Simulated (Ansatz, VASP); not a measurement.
**One calculation of Tc, two programs**

Contents of INCAR:

```
PREC = Accurate
ENCUT = 600
EDIFF = 1E-6
ISMEAR = -1
SIGMA = 0.05
LREAL = False
LASPH = True
NELM = 80
ALGO = Normal
ISIF = 3
LWAVE = False
LCHARG = False
GGA = PS
IVDW = 13
IBRION = 2
NSW = 60
EDIFFG = -0.01
```

The input KPOINTS:

```
Automatic mesh
0
Gamma
  11 11 6
```

Contents of POSCAR:

```
Tc
1.0
    2.7400000000      0.0000000000      0.0000000000
   -1.3700000000      2.3729096064      0.0000000000
    0.0000000000      0.0000000000      4.3980000000
Tc
2
Direct
    0.6666666667      0.3333333333      0.7500000000
    0.3333333333      0.6666666667      0.2500000000
```

Contents of input.yaml:

```yaml
crystal:
  lattice:
    - [2.74, 0.0, 0.0]
    - [-1.37, 2.3729096064, 0.0]
    - [0.0, 0.0, 4.398]
  atoms:
    - { symbol: Tc, position: [0.6666666667, 0.3333333333, 0.75] }
    - { symbol: Tc, position: [0.3333333333, 0.6666666667, 0.25] }
hamiltonian:
  xc: pbesol
  pseudopotentials: { kind: paw }
  dispersion: d4
kpoints:
  mp_grid: { grid: [11, 11, 6] }
scf:
  occupations: { method: fermi_dirac, width: 0.05 }
output:
  forces: true
  stress: true
  eigenvalues: true
relax:
  f_tol: 0.01
  max_steps: 40
  cell: { stress_tol: 0.05 }
```

Alike in both runs: task relaxation of cell and atoms; functional PBEsol; dispersion D4; k mesh 11 × 11 × 6; occupations fermi-dirac, width 0.05 eV; no spin polarisation.

|  | VASP | Ansatz |
| --- | --- | --- |
| version | VASP 6.6.1 | Ansatz 0.2.0 |
| potentials or method | VASP PAW PBE potentials, release 64 (Tc_pv) | Ansatz PAW earlier set |
| plane-wave cutoff (eV) | 600 | 500 |
| valence electrons in the cell | 26 | 30 |

VASP gave:

```
gap on the k mesh at the Fermi level, each at its own relaxed structure (eV)  : none
relaxed volume (Å³/atom)                                                      : 13.82
relaxed length of the cell vector where the two differ most in proportion (Å) : 2.709
```

Question: Which values does Ansatz return?

Answer: gap on the k mesh at the Fermi level, each at its own relaxed structure (eV): none; relaxed volume (Å³/atom): 13.84; relaxed length of the cell vector where the two differ most in proportion (Å): 2.711.

VASP's potentials were made for PBE, not for PBEsol. A gap of «none» marks a metal or a gap that the smearing closes. VASP's potentials hold 26 valence electrons a cell and Ansatz's 30, so a difference there can come from the potentials and not from the codes.

Noted on Ansatz's run: the plane-wave basis is chosen anew once the cell has moved, so the energies of steps on either side of that aren't comparable.
